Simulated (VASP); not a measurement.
The system is CuO.

```
Cu O
1.0
     2.34465   -1.71340    0.00000
     2.34465    1.71340    0.00000
    -0.86055    0.00000    5.05944
Cu O
2 2
Direct
  0.00320 0.49680 0.00000
  0.49680 0.00320 0.50000
  0.57140 0.40560 0.25370
  0.40560 0.57140 0.75370
```

| Quantity | Value |
| --- | --- |
| Program | VASP 6.6.1 |
| Task | relaxation of cell and atoms |
| Functional | LDA |
| Potentials or basis | VASP PAW LDA potentials, release 64 (Cu, O) |
| Cutoff | 600 eV |
| k mesh | 10 × 10 × 5 |
| Occupations | fermi-dirac, width 0.05 eV |
| Spin | no spin polarisation |

At the start: pressure -8.9 GPa; volume 10.16 Å³/atom.

**Question.** How do energy, volume and symmetry change on relaxing?

**Answer.** Over 43 steps the energy falls by 56.0 meV/atom and the volume is 10.30 Å³/atom (+1.3 %); space group Cc (No. 9, to 0.1 Å) before, Cccm (No. 66, to 0.1 Å).

The path:
```csv
step,energy change (eV),largest force (eV/Å),pressure (GPa),volume (Å³)
1,0.0000,0.7832,-8.94,40.65
3,-0.1097,0.2900,1.97,38.41
5,-0.1208,0.1668,0.26,38.81
7,-0.1396,0.0719,-1.29,39.54
9,-0.1460,0.1600,-2.37,40.21
11,-0.1558,0.1493,-1.58,40.25
13,-0.1771,0.2738,2.23,40.31
15,-0.2070,0.1297,-0.88,41.36
17,-0.2133,0.0699,-0.77,41.36
19,-0.2185,0.0697,0.04,41.14
21,-0.2202,0.0479,0.10,41.07
23,-0.2207,0.0197,0.05,41.07
25,-0.2213,0.0132,-0.08,41.11
27,-0.2225,0.0752,0.85,41.02
29,-0.2228,0.0594,0.69,41.05
31,-0.2236,0.0523,0.09,41.19
33,-0.2236,0.0502,-0.10,41.26
35,-0.2236,0.0508,-0.05,41.24
37,-0.2239,0.0268,-0.08,41.22
39,-0.2240,0.0271,0.16,41.19
41,-0.2240,0.0245,0.17,41.17
43,-0.2241,0.0072,-0.05,41.19
```

Final structure:
```
Cu O
1.0
     2.05050   -1.98121    0.14412
     2.05050    1.98121    0.14412
    -0.42063    0.00000    5.04019
Cu O
2 2
Cartesian
  3.0518 -0.9897 0.2238
  2.8415 0.9897 2.7439
  1.9206 -0.0161 1.4118
  1.7103 0.0161 3.9319
```
